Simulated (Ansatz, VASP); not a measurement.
# Two plane-wave programs on BP

```xyz
2
Lattice="3.2002 0.0000 0.0000 -1.6001 2.7714 0.0000 0.0000 0.0000 23.8000" Properties=species:S:1:pos:R:3 pbc="T T T"
B     0.0000    1.8476    7.0000
P     1.6001    0.9238    7.0000
```

Alike in both runs: functional PBEsol; k mesh 12 × 12 × 1; occupations gaussian, width 0.03 eV; no spin polarisation.

Ansatz relaxed the structure, and its values are those at the end. VASP's run is a single point on that final structure, the one shown.

|  | VASP | Ansatz |
| --- | --- | --- |
| version | VASP 6.6.1 | Ansatz 0.2.0 |
| potentials or method | VASP PAW PBE potentials, release 64 (B, P), cutoff 420 eV | scalar-relativistic, plane waves, PAW |
| valence electrons in the cell | 8 | 8 |

Ansatz gave:

- gap on the k mesh at the Fermi level (eV): 0.86
- least direct gap on the mesh (eV): 0.86

Question: What did VASP give for the same quantities?

Answer: gap on the k mesh at the Fermi level (eV): 0.87; least direct gap on the mesh (eV): 0.87.

VASP's potentials were made for PBE, not for PBEsol, and Ansatz warns of the same on its side. Ansatz's warnings: slab cell height set, structure snapped to symmetry.
